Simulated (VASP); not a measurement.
## Co: single point with PBE

Co:

```
Co
1.0
     3.62800    1.81400    1.81400
     1.81400    3.62800    1.81400
     1.81400    1.81400    3.62800
Co
2
Direct
  0.00000 0.00000 0.00000
  0.50000 0.50000 0.50000
```

This isn't the form of Co at room conditions, which is hcp.

```yaml
Program: VASP 6.6.1
Task: single point
Functional: PBE
Potentials_or_basis: VASP PAW PBE potentials, release 64 (Co)
Cutoff: 600 eV
k_mesh: 11 × 11 × 11
Occupations: fermi-dirac, width 0.05 eV
Spin: collinear spin, ferromagnetic start
Starting_moments: "[1.97, 1.97] μB"
```

```yaml
Pressure: -16.0 GPa
Net_moment: 3.38 μB per cell
Site_moments: Co +1.73 μB
Valence_electrons_inside_the_program's_atomic_spheres: Co 8.10
```

Levels at points of the mesh, in eV from the Fermi level:
Spin up:
```csv
k point,band 9,band 10,band 11,band 12,band 13,band 14
"(0.00, 0.00, 0.00)",-1.77,-0.97,-0.97,-0.24,5.29,20.81
```
Spin down:
| k point | band 5 | band 6 | band 7 | band 8 | band 9 | band 10 |
| --- | --- | --- | --- | --- | --- | --- |
| (0.00, 0.00, 0.00) | -1.01 | -1.00 | -1.00 | -0.31 | 0.29 | 0.29 |

Run time: 6.4 min on 1 thread of Intel(R) Xeon(R) Platinum 8375C CPU @ 2.90GHz (Ice Lake), with other jobs on the host, peak memory 0.31 GiB.

Caveat: the cell stands under tension.
